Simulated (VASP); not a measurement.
# B27N26O (a cell with a defect) in VASP: electric field gradients with PBE

Aim: the electric field gradients of B27N26O (a cell with a defect) with PBE.

Program: VASP 6.6.1. These are calculated values, not measurements. Logs are shortened: lines on timing, memory, paths and dates and some standing lists are left out, and cuts for length are marked.

## 1. The cell of the first run

The cell holds a defect, 54 atoms: a = 7.669 Å, b = 7.669 Å, c = 7.669 Å, α = 60.00°, β = 60.00°, γ = 60.00°.

## 2. Electric field gradients, PBE

INCAR

```
SYSTEM = B27N26O
ALGO = Normal ; EDIFF = 1E-8
ENCUT = 520 ; GGA = PE
ISIF = 2 ; ISMEAR = -1
LASPH = .TRUE. ; LCHARG = .FALSE.
LEFG = .TRUE. ; LREAL = Auto
LWAVE = .FALSE. ; NBANDS = 142
NELECT = 216.0 ; NELM = 100
PREC = Accurate ; SIGMA = 0.01
```

KPOINTS

```
k-points
0
G
  3 3 3
  0 0 0
```

POSCAR

```
B27N26O
1.0
    0.0000000000      5.4225000000      5.4225000000
    5.4225000000      0.0000000000      5.4225000000
    5.4225000000      5.4225000000      0.0000000000
B O N
27 1 26
Direct
    0.0000000000      0.0000000000      0.0000000000
    0.0000000000      0.0000000000      0.3333333333
    0.0000000000      0.0000000000      0.6666666667
    0.0000000000      0.3333333333      0.0000000000
    0.0000000000      0.3333333333      0.3333333333
    0.0000000000      0.3333333333      0.6666666667
    0.0000000000      0.6666666667      0.0000000000
    0.0000000000      0.6666666667      0.3333333333
    0.0000000000      0.6666666667      0.6666666667
    0.3333333333      0.0000000000      0.0000000000
    0.3333333333      0.0000000000      0.3333333333
    0.3333333333      0.0000000000      0.6666666667
    0.3333333333      0.3333333333      0.0000000000
    0.3333333333      0.3333333333      0.3333333333
    0.3333333333      0.3333333333      0.6666666667
    0.3333333333      0.6666666667      0.0000000000
    0.3333333333      0.6666666667      0.3333333333
    0.3333333333      0.6666666667      0.6666666667
    0.6666666667      0.0000000000      0.0000000000
    0.6666666667      0.0000000000      0.3333333333
    0.6666666667      0.0000000000      0.6666666667
    0.6666666667      0.3333333333      0.0000000000
    0.6666666667      0.3333333333      0.3333333333
    0.6666666667      0.3333333333      0.6666666667
    0.6666666667      0.6666666667      0.0000000000
    0.6666666667      0.6666666667      0.3333333333
    0.6666666667      0.6666666667      0.6666666667
    0.0833333333      0.0833333333      0.0833333333
    0.0833333333      0.0833333333      0.4166666667
    0.0833333333      0.0833333333      0.7500000000
    0.0833333333      0.4166666667      0.0833333333
    0.0833333333      0.4166666667      0.4166666667
    0.0833333333      0.4166666667      0.7500000000
    0.0833333333      0.7500000000      0.0833333333
    0.0833333333      0.7500000000      0.4166666667
    0.0833333333      0.7500000000      0.7500000000
    0.4166666667      0.0833333333      0.0833333333
    0.4166666667      0.0833333333      0.4166666667
    0.4166666667      0.0833333333      0.7500000000
    0.4166666667      0.4166666667      0.0833333333
    0.4166666667      0.4166666667      0.4166666667
    0.4166666667      0.4166666667      0.7500000000
    0.4166666667      0.7500000000      0.0833333333
    0.4166666667      0.7500000000      0.4166666667
    0.4166666667      0.7500000000      0.7500000000
    0.7500000000      0.0833333333      0.0833333333
    0.7500000000      0.0833333333      0.4166666667
    0.7500000000      0.0833333333      0.7500000000
    0.7500000000      0.4166666667      0.0833333333
    0.7500000000      0.4166666667      0.4166666667
    0.7500000000      0.4166666667      0.7500000000
    0.7500000000      0.7500000000      0.0833333333
    0.7500000000      0.7500000000      0.4166666667
    0.7500000000      0.7500000000      0.7500000000
```

Potentials or basis: VASP PAW PBE potentials, release 64 (B, O, N).

Command:

```console
cat potpaw_PBE.64/B/POTCAR potpaw_PBE.64/O/POTCAR potpaw_PBE.64/N/POTCAR > POTCAR
mpirun -np 1 vasp_std > vasp.out
```

OUTCAR:

```text
SYSTEM = B27N26O
   EDIFF = 1E-8
   ENCUT = 520
   GGA = PE
   ISIF = 2
   ISMEAR = -1
   LASPH = .TRUE.
   LREAL = Auto
   NELECT = 216.0
   NELM = 100
   PREC = Accurate

 ion  position               nearest neighbor table
   1  0.000  0.000  0.000-  28 1.57  30 1.57  34 1.57  46 1.57
   2  0.000  0.000  0.333-  28 1.57  29 1.57  35 1.57  47 1.57
   3  0.000  0.000  0.667-  30 1.57  29 1.57  36 1.57  48 1.57
   4  0.000  0.333  0.000-  28 1.57  31 1.57  33 1.57  49 1.57
   5  0.000  0.333  0.333-  29 1.57  31 1.57  50 1.57  32 1.57
   6  0.000  0.333  0.667-  30 1.57  32 1.57  33 1.57  51 1.57
[... 46 lines left out ...]
  53  0.750  0.750  0.417-   8 1.57  20 1.57  26 1.57  27 1.57
  54  0.750  0.750  0.750-  27 1.57  21 1.57  25 1.57   9 1.57

  LATTYP: Found a face centered cubic cell.
 ALAT       =    10.8450000000

  Lattice vectors:

 A1 = (   0.0000000000,   5.4225000000,   5.4225000000)
 A2 = (   5.4225000000,   0.0000000000,   5.4225000000)
 A3 = (   5.4225000000,   5.4225000000,   0.0000000000)

Analysis of symmetry for initial positions (statically):
=====================================================================
 Subroutine PRICEL returns:
 Original cell was already a primitive cell.

 Routine SETGRP: Setting up the symmetry group for a
 face centered cubic supercell.

 Subroutine GETGRP returns: Found 24 space group operations
 (whereof  6 operations were pure point group operations)
 out of a pool of 48 trial point group operations.

The static configuration has the point symmetry C_3v.
 The point group associated with its full space group is T_d .

Analysis of symmetry for dynamics (positions and initial velocities):
=====================================================================
 Subroutine PRICEL returns:
 Original cell was already a primitive cell.

 Routine SETGRP: Setting up the symmetry group for a
 face centered cubic supercell.

 Subroutine GETGRP returns: Found 24 space group operations
 (whereof  6 operations were pure point group operations)
 out of a pool of 48 trial point group operations.

The dynamic configuration has the point symmetry C_3v.
 The point group associated with its full space group is T_d .

 Subroutine INISYM returns: Found 24 space group operations
 (whereof  6 operations are pure point group operations),
 and found     1 'primitive' translations

----------------------------------------------------------------------------------------

                                     Primitive cell

  volume of cell :     318.8810

  direct lattice vectors                    reciprocal lattice vectors
     0.000000000  5.422500000  5.422500000    -0.092208391  0.092208391  0.092208391
     5.422500000  0.000000000  5.422500000     0.092208391 -0.092208391  0.092208391
     5.422500000  5.422500000  0.000000000     0.092208391  0.092208391 -0.092208391

  length of vectors
     7.668573042  7.668573042  7.668573042     0.159709618  0.159709618  0.159709618

  position of ions in fractional coordinates (direct lattice)
     0.000000000  0.000000000  0.000000000
     0.000000000  0.000000000  0.333333333
     0.000000000  0.000000000  0.666666667
     0.000000000  0.333333333  0.000000000
     0.000000000  0.333333333  0.333333333
     0.000000000  0.333333333  0.666666667
[... 46 lines left out ...]
     0.750000000  0.750000000  0.416666667
     0.750000000  0.750000000  0.750000000

  ion indices of the primitive-cell ions
   primitive index   ion index
                 1           1
                 2           2
                 3           3
                 4           4
                 5           5
                 6           6
[... 46 lines left out ...]
                53          53
                54          54

----------------------------------------------------------------------------------------

 KPOINTS: k-points

[... 55 lines left out ...]
   TEBEG  =    0.0;   TEEND  =   0.0 temperature during run
   PSTRESS=    0.0 pullay stress
   NELECT =     216.0000    total number of electrons
   NUPDOWN=      -1.0000    fix difference up-down
   EMIN   =  10.00;   EMAX   =-10.00  energy-range for DOS
   EFERMI =   0.00;   METHOD = LEGACY
   ISMEAR =    -1;   SIGMA  =   0.01  broadening in eV -4-tet -1-fermi 0-gaus
   EFERMI_NEDOS =   21; number of points for ismear=-14 and -15
   IALGO  =     38    algorithm
   IMIX   =      4    mixing-type and parameters
     AMIX     =   0.40;   BMIX     =  1.00
     AMIX_MAG =   1.60;   BMIX_MAG =  1.00
  volume/ion in A,a.u.               =       5.91        39.85
  Fermi-wavevector in a.u.,A,eV,Ry     =   1.437749  2.716952 28.124920  2.067123
  Thomas-Fermi vector in A             =   2.556793
   LORBIT       =      0    0 simple, 1 ext, 2 COOP (PROOUT), +10 PAW based schemes
   GGA     = PE    functional components
   LHFCALC =     F    Hartree Fock is set to
   AEXX    =    0.0000 exact exchange contribution
   IVDW    =     0    specifies the selected vdW correction
   LEPSILON=     F    determine dielectric tensor
   LRPA    =     F    only Hartree local field effects (RPA)
 non-spin polarized calculation
  energy-cutoff  :      520.00
  volume of cell :      318.88
 maximum number of plane-waves:      8616
 NGX is ok and might be reduce to    60
   NGX = 29   NGY = 29   NGZ = 29

 number of electron     215.9999968 magnetization

 Free energy of the ion-electron system (eV)
  ---------------------------------------------------
  ext. energy  EPLUGINS =         0.00000000
  ---------------------------------------------------
  free energy    TOTEN  =      -477.15876260 eV

  energy without entropy =     -477.15876260  energy(sigma->0) =     -477.15876260

 E-fermi :   7.7025     XC(G=0): -12.7955

 val. band max:        7.4067447954   @ k =   0.0000   0.0000   0.0000
 cond. band min:      11.8523829780   @ k =   0.3333   0.3333   0.0000
 fundamental gap:      4.4456381825
 Fermi energy:         7.7024979828

 k-point     1 :       0.0000    0.0000    0.0000
  band No.  band energies     occupation
      1     -16.1680      2.00000
      2     -12.4947      2.00000
      3     -10.2948      2.00000
      4     -10.2948      2.00000
      5     -10.2948      2.00000
      6     -10.2725      2.00000
[... 481 lines left out ...]
    119      15.7335      0.00000
    120      15.8537      0.00000
 [bands above 120 left out]

------------------------ aborting loop because EDIFF is reached ----------------------------------------

  FORCE on cell =-STRESS in cart. coord.  units (eV):
  Direction    XX          YY          ZZ          XY          YZ          ZX
  --------------------------------------------------------------------------------------
  -------------------------------------------------------------------------------------
  Total       -5.7813458     -5.7813458     -5.7813458     -0.0000000     -0.0000000     -0.0000000
  in kB      -29.0476397    -29.0476397    -29.0476397     -0.0000000     -0.0000000     -0.0000000
  external PRESSURE =     -29.0476397 kB  Pullay stress =       0.0000000 kB

 VOLUME and BASIS-vectors are now :
 -----------------------------------------------------------------------------
  energy-cutoff  :      520.00
  volume of cell :      318.88
      direct lattice vectors                 reciprocal lattice vectors
     0.000000000  5.422500000  5.422500000    -0.092208391  0.092208391  0.092208391
     5.422500000  0.000000000  5.422500000     0.092208391 -0.092208391  0.092208391
     5.422500000  5.422500000  0.000000000     0.092208391  0.092208391 -0.092208391

 POSITION                                       TOTAL-FORCE (eV/Angst)
 -----------------------------------------------------------------------------------
      0.00000      0.00000      0.00000        -1.762479     -1.762479     -1.762479
      1.80750      1.80750      0.00000         1.762479      1.762479     -1.762479
      3.61500      3.61500      0.00000         0.000000     -0.000000     -0.536616
      1.80750      0.00000      1.80750         1.762479     -1.762479      1.762479
      3.61500      1.80750      1.80750         0.462320     -0.007819     -0.007819
      5.42250      3.61500      1.80750         0.007819     -0.462320     -0.007819
[... 46 lines left out ...]
      6.32625      6.32625      8.13375        -0.000000     -0.000000      0.146681
      8.13375      8.13375      8.13375         0.004147      0.004147      0.004147
 -----------------------------------------------------------------------------------
    total drift:                               -0.000006     -0.000006     -0.000004

  FREE ENERGIE OF THE ION-ELECTRON SYSTEM (eV)
  ---------------------------------------------------
  free  energy   TOTEN  =      -477.1587625967 eV

  energy  without entropy=     -477.1587625967  energy(sigma->0) =     -477.15876260

 Electric field gradients (V/A^2)
---------------------------------------------------------------------
 ion       V_xx      V_yy      V_zz      V_xy      V_xz      V_yz
---------------------------------------------------------------------
   1      -0.000    -0.000    -0.000     9.831     9.831     9.831
   2       0.000     0.000    -0.000     9.831    -9.831    -9.831
   3      -0.174    -0.174     0.349     1.486    -0.000    -0.000
   4       0.000    -0.000     0.000    -9.831     9.831    -9.831
   5       0.102    -0.051    -0.051     0.113     0.113    -1.135
   6      -0.051     0.102    -0.051     0.113     1.135    -0.113
[... 46 lines left out ...]
  53      -0.229    -0.229     0.458    -0.910    -0.000    -0.000
  54       0.000    -0.000     0.000    -0.996    -0.996    -0.996
---------------------------------------------------------------------

 Electric field gradients after diagonalization (V/A^2)
 (convention: |V_zz| > |V_xx| > |V_yy|)
----------------------------------------------------------------------
 ion       V_xx      V_yy      V_zz     asymmetry (V_yy - V_xx)/ V_zz
----------------------------------------------------------------------
   1      -9.831    -9.831    19.661       0.000
   2      -9.831    -9.831    19.661       0.000
   3       1.312     0.349    -1.660       0.580
   4      -9.831    -9.831    19.661       0.000
   5       1.084     0.122    -1.206       0.798
   6       1.084     0.122    -1.206       0.798
[... 46 lines left out ...]
  53       0.681     0.458    -1.139       0.196
  54       0.996     0.996    -1.992       0.000
----------------------------------------------------------------------

           NMR quadrupolar parameters

 Cq : quadrupolar parameter    Cq=e*Q*V_zz/h
 eta: asymmetry parameters     (V_yy - V_xx)/ V_zz
 Q  : nuclear electric quadrupole moment in mb (millibarn)
----------------------------------------------------------------------
 ion       Cq(MHz)       eta       Q (mb)
----------------------------------------------------------------------
   1       0.048       0.000       1.000
   2       0.048       0.000       1.000
   3      -0.004       0.580       1.000
   4       0.048       0.000       1.000
   5      -0.003       0.798       1.000
   6      -0.003       0.798       1.000
[... 46 lines left out ...]
  53      -0.003       0.196       1.000
  54      -0.005       0.000       1.000
----------------------------------------------------------------------
```

Wall time 16 min (1 thread of Intel Xeon Platinum 8259CL at 2.50GHz (Skylake/Cascade Lake), shared host); peak memory 0.55 GiB.

Results:

- Free energy: -477.1588 eV
- Largest force: 3.053 eV/Å
- Largest electric field gradient by atom: B +19.7, -1.7, -1.2, +0.0, +0.2 (each value once); O -0.0; N +10.3, -2.0, -1.1 (each value once) V/Å²

Forces in eV/Å, atoms in the order of the input:
```
B   -1.762 -1.762 -1.762
B    1.762  1.762 -1.762
B    0.000  0.000 -0.537
B    1.762 -1.762  1.762
B    0.462 -0.008 -0.008
B    0.008 -0.462 -0.008
B    0.000 -0.537  0.000
B    0.008 -0.008 -0.462
B    0.537  0.000  0.000
B   -1.762  1.762  1.762
B   -0.008  0.462 -0.008
B   -0.462  0.008 -0.008
B   -0.008 -0.008  0.462
B    0.000  0.000  0.000
B    0.008  0.008  0.462
B   -0.462 -0.008  0.008
B    0.008  0.462  0.008
B   -0.047  0.047  0.047
B   -0.537  0.000  0.000
B   -0.008  0.008 -0.462
B    0.000  0.537  0.000
B   -0.008 -0.462  0.008
B    0.462  0.008  0.008
B    0.047 -0.047  0.047
B    0.000  0.000  0.537
B    0.047  0.047 -0.047
B   -0.047 -0.047 -0.047
O    0.000  0.000  0.000
N   -0.622 -0.622  0.167
N    0.622  0.622  0.167
N   -0.622  0.167 -0.622
N   -0.027  0.027  0.027
N   -0.167  0.622 -0.622
N    0.622  0.167  0.622
N   -0.167 -0.622  0.622
N    0.004 -0.004 -0.004
N    0.167 -0.622 -0.622
N    0.027 -0.027  0.027
N    0.622 -0.167 -0.622
N    0.027  0.027 -0.027
N   -0.027 -0.027 -0.027
N    0.000  0.000 -0.147
N    0.622 -0.622 -0.167
N    0.000 -0.147  0.000
N    0.147  0.000  0.000
N    0.167  0.622  0.622
N   -0.622 -0.167  0.622
N   -0.004  0.004 -0.004
N   -0.622  0.622 -0.167
N   -0.147  0.000  0.000
N    0.000  0.147  0.000
N   -0.004 -0.004  0.004
N    0.000  0.000  0.147
N    0.004  0.004  0.004
```

Levels at points of the mesh, in eV from the Fermi level:
| k point | band 106 | band 107 | band 108 | band 109 | band 110 | band 111 |
| --- | --- | --- | --- | --- | --- | --- |
| (0.00, 0.00, 0.00) | -0.30 | -0.30 | -0.30 | 4.47 | 5.33 | 5.33 |

Electric field gradients, principal values (V/Å²):
```
atom   least  middle  greatest (by size)
 1 B  -9.831  -9.831              19.661
 2 B  -9.831  -9.831              19.661
 3 B   0.349   1.312              -1.660
 4 B  -9.831  -9.831              19.661
 5 B   0.122   1.084              -1.206
 6 B   0.122   1.084              -1.206
 7 B   0.349   1.312              -1.660
 8 B   0.122   1.084              -1.206
 9 B   0.349   1.312              -1.660
10 B  -9.831  -9.831              19.661
11 B   0.122   1.084              -1.206
12 B   0.122   1.084              -1.206
13 B   0.122   1.084              -1.206
14 B   0.000   0.000               0.000
15 B   0.122   1.084              -1.206
16 B   0.122   1.084              -1.206
17 B   0.122   1.084              -1.206
18 B  -0.115  -0.115               0.231
19 B   0.349   1.312              -1.660
20 B   0.122   1.084              -1.206
21 B   0.349   1.312              -1.660
22 B   0.122   1.084              -1.206
23 B   0.122   1.084              -1.206
24 B  -0.115  -0.115               0.231
25 B   0.349   1.312              -1.660
26 B  -0.115  -0.115               0.231
27 B  -0.115  -0.115               0.231
28 O   0.002   0.002              -0.004
29 N  -4.096  -6.229              10.325
30 N  -4.096  -6.229              10.325
31 N  -4.096  -6.229              10.325
32 N   0.985   0.986              -1.971
33 N  -4.096  -6.229              10.325
34 N  -4.096  -6.229              10.325
35 N  -4.096  -6.229              10.325
36 N   0.996   0.996              -1.992
37 N  -4.096  -6.229              10.325
38 N   0.985   0.986              -1.971
39 N  -4.096  -6.229              10.325
40 N   0.985   0.986              -1.971
41 N   0.986   0.986              -1.972
42 N   0.458   0.681              -1.139
43 N  -4.096  -6.229              10.325
44 N   0.458   0.681              -1.139
45 N   0.458   0.681              -1.139
46 N  -4.096  -6.229              10.325
47 N  -4.096  -6.229              10.325
48 N   0.996   0.996              -1.992
49 N  -4.096  -6.229              10.325
50 N   0.458   0.681              -1.139
51 N   0.458   0.681              -1.139
52 N   0.996   0.996              -1.992
53 N   0.458   0.681              -1.139
54 N   0.996   0.996              -1.992
```

Caveat: the cell carries a net charge on a neutralising background, which shifts energy and pressure; the cell is charged against a uniform background, so pressure and absolute levels hang on convention; without QUAD_EFG the Cq values of the log hold for a quadrupole moment of 1 mb, not for the nuclei.
